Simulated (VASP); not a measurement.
A run of VASP 6.6.1:

INCAR

```
PREC = Accurate ; ENCUT = 500
EDIFF = 1E-6 ; ISMEAR = 0
SIGMA = 0.015 ; LREAL = F
LASPH = T ; NELM = 120
ALGO = Normal ; ISIF = 2
LWAVE = F ; LCHARG = F
GGA = PE ; NBANDS = 12
GGA_COMPAT = F
```

File KPOINTS:

```
regular mesh
0
Gamma
  11 11 11
```

File POSCAR:

```
Au
1.0
   -1.6572690000      1.6572690000      1.6572690000
    1.6572690000     -1.6572690000      1.6572690000
    1.6572690000      1.6572690000     -1.6572690000
Au
1
Direct
    0.0000000000      0.0000000000      0.0000000000
```

Potentials or basis: VASP PAW PBE potentials, release 64 (Au).

Command:

```console
$ cat potpaw_PBE.64/Au/POTCAR > POTCAR
$ mpirun -np 1 vasp_std > vasp.out
```

Hardware: 1 thread of Intel(R) Xeon(R) Platinum 8375C CPU @ 2.90GHz (Ice Lake), on a shared host.

Question: How long does it take, and how much memory?

Answer: Wall time 12 s on 1 thread of Intel(R) Xeon(R) Platinum 8375C CPU @ 2.90GHz (Ice Lake), on a shared host, peak memory 0.14 GiB. Counts: scf iterations 11, k points 56.
